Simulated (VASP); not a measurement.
## W3N4: single point with PBE

W3N4:

```
W N
1.0
     4.59224    0.00000    0.00000
     0.00000    4.59224    0.00000
     0.00000    0.00000    4.59224
W N
3 4
Direct
  0.00000 0.00000 0.50000
  0.00000 0.50000 0.00000
  0.50000 0.00000 0.00000
  0.25000 0.25000 0.25000
  0.25000 0.75000 0.75000
  0.75000 0.25000 0.75000
  0.75000 0.75000 0.25000
```

This cell differs from its parent crystal: atoms taken out.

```yaml
Program: VASP 6.6.1
Task: single point
Functional: PBE
Potentials_or_basis: VASP PAW PBE potentials, release 64 (W_sv, N_h)
Cutoff: 910 eV
k_mesh: 4 × 4 × 4
Occupations: gaussian, width 0.1 eV
Spin: no spin polarisation
```

```yaml
Pressure: -6.2 GPa
Band_gap_on_the_k_mesh: zero (bands 31 and 32 overlap by 1.11 eV)
```

Levels at points of the mesh, in eV from the Fermi level:
| k point | band 28 | band 29 | band 30 | band 31 | band 32 | band 33 | band 34 | band 35 |
| --- | --- | --- | --- | --- | --- | --- | --- | --- |
| (0.00, 0.00, 0.00) | -3.01 | -1.11 | -1.11 | -1.11 | 0.39 | 0.39 | 0.97 | 1.26 |
| (0.50, 0.00, 0.00) | -3.07 | -1.34 | -0.78 | -0.78 | -0.48 | -0.10 | 0.60 | 1.53 |
| (0.50, 0.50, 0.00) | -4.05 | -0.58 | -0.19 | -0.19 | 0.79 | 0.98 | 0.98 | 1.40 |
| (0.50, 0.50, 0.50) | -4.34 | 0.63 | 0.63 | 0.63 | 0.78 | 0.78 | 0.78 | 1.34 |

Wall time 80 s on 1 thread of Intel(R) Xeon(R) Platinum 8259CL CPU @ 2.50GHz (Skylake/Cascade Lake), on a shared host, peak memory 0.35 GiB.

Caveat: the cell differs from its parent crystal (atoms taken out); the cutoff is under 1.25 times the usual one of these potentials, so pressure, stress and relaxed cells hold a basis-set (Pulay) error; the cell stands under tension; spin-orbit coupling is left out, which moves the levels of the heavy elements.
